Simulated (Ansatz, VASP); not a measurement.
## Al3O2: VASP beside Ansatz

The input INCAR:

```
SYSTEM = Al3O2
PREC = Accurate
ENCUT = 520
EDIFF = 1E-6
ISMEAR = 0
SIGMA = 0.1
LREAL = .FALSE.
LASPH = .TRUE.
NELM = 60
ALGO = Normal
ISIF = 2
LWAVE = .FALSE.
LCHARG = .TRUE.
GGA = PE
LELF = .TRUE.
LVHAR = .TRUE.
NBANDS = 18
```

The input KPOINTS:

```
regular mesh
0
G
  6 6 4
  0 0 0
```

Contents of POSCAR:

```
Al3O2
1.0
    3.9950322900      0.0000000000      0.0000000000
   -1.9975161500      3.4597994500      0.0000000000
    0.0000000000      0.0000000000      6.2689452200
Al O
3 2
Direct
    0.3333333300      0.6666666700      0.1454421400
    0.0000000000      0.0000000000      0.5000000000
    0.6666666700      0.3333333300      0.8545578600
    0.6666666700      0.3333333300      0.2518665800
    0.3333333300      0.6666666700      0.7481334200
```

Input for Ansatz:

```yaml
crystal:
  lattice:
    - [3.99503229, 0.0, 0.0]
    - [-1.99751615, 3.45979945, 0.0]
    - [0.0, 0.0, 6.26894522]
  atoms:
    - { symbol: Al, position: [0.33333333, 0.66666667, 0.14544214] }
    - { symbol: Al, position: [0.0, 0.0, 0.5] }
    - { symbol: Al, position: [0.66666667, 0.33333333, 0.85455786] }
    - { symbol: O, position: [0.66666667, 0.33333333, 0.25186658] }
    - { symbol: O, position: [0.33333333, 0.66666667, 0.74813342] }
basis:
  ecutwfc: 420
kpoints:
  mp_grid: { grid: [6, 6, 4] }
hamiltonian:
  xc: pbe
scf:
  occupations: { method: gaussian, width: 0.1 }
  lower_state_search: "off"
output:
  forces: true
  stress: true
  eigenvalues: true
```

Change from the starting cell: species swapped into the Pm2O3 type (P-3m1, No. 164).

Alike in both runs: task single point; functional PBE; k mesh 6 × 6 × 4; occupations gaussian, width 0.1 eV; no spin polarisation.

|  | VASP | Ansatz |
| --- | --- | --- |
| version | VASP 6.6.1 | Ansatz 0.2.0 |
| potentials or method | VASP PAW PBE potentials, release 64 (Al, O), cutoff 520 eV | scalar-relativistic, plane waves, PAW |
| valence electrons in the cell | 21 | 21 |

Ansatz gave:

* gap on the k mesh at the Fermi level (eV): none
* pressure (GPa): -11.6
* traceless stress, the component that is largest in VASP (GPa): 4.11
* rms of the force components (eV/Å): 0.442

Estimate VASP's values.

gap on the k mesh at the Fermi level (eV): none; pressure (GPa): -11.7; traceless stress, the component that is largest in VASP (GPa): 4.10; rms of the force components (eV/Å): 0.440.

Atom by atom the forces differ by 0.002 eV/Å (rms over components). A gap of «none» marks a metal or a gap that the smearing closes.
